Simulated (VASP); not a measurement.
**ZnS: single point with PBEsol**

The system is ZnS.

```
Zn S
1.0
     3.78191    0.00000    0.00000
    -1.89096    3.27523    0.00000
     0.00000    0.00000    6.20709
Zn S
2 2
Direct
  0.33333 0.66667 0.00037
  0.66667 0.33333 0.50037
  0.33333 0.66667 0.37463
  0.66667 0.33333 0.87463
```

```json
{
  "Program": "VASP 6.6.1",
  "Task": "single point",
  "Functional": "PBEsol",
  "Potentials or basis": "VASP PAW PBE potentials, release 64 (Zn, S)",
  "Cutoff": "520 eV",
  "k mesh": "12 × 12 × 6",
  "Occupations": "gaussian, width 0.02 eV",
  "Spin": "no spin polarisation",
  "Dipole correction": "no",
  "Further INCAR settings": "ALGO = Normal; EDIFF = 1e-07; NBANDS = 26"
}
```

```yaml
Pressure: 0.2 GPa
Largest_force: 0.003 eV/Å
Band_gap_on_the_k_mesh: 2.16 eV, direct
```

Forces in eV/Å, atoms in the order of the input:
```
Zn   0.000  0.000  0.003
Zn   0.000  0.000  0.003
S    0.000  0.000 -0.003
S    0.000  0.000 -0.003
```

Levels at points of the mesh, in eV from the valence-band top:
```tsv
k point	band 15	band 16	band 17	band 18	band 19	band 20	band 21	band 22
(0.00, 0.00, 0.00)	-0.94	-0.09	0.00	0.00	2.16	3.03	6.20	6.20
(0.50, 0.00, 0.00)	-3.43	-2.35	-1.79	-0.93	3.51	4.21	4.96	6.80
(0.00, 0.00, 0.50)	-0.49	-0.49	-0.49	-0.49	3.51	3.51	6.67	6.67
(0.50, 0.00, 0.50)	-1.71	-1.71	-1.69	-1.69	3.41	3.41	5.10	5.10
```

Wall time 54 s on 1 thread of Intel(R) Xeon(R) 6975P-C (Granite Rapids), on a shared host, peak memory 0.26 GiB.

Caveat: the PAW data sets were made with another functional, which shifts forces and pressure a little. A hybrid or GW would open this gap; PBEsol tends to underestimate it.
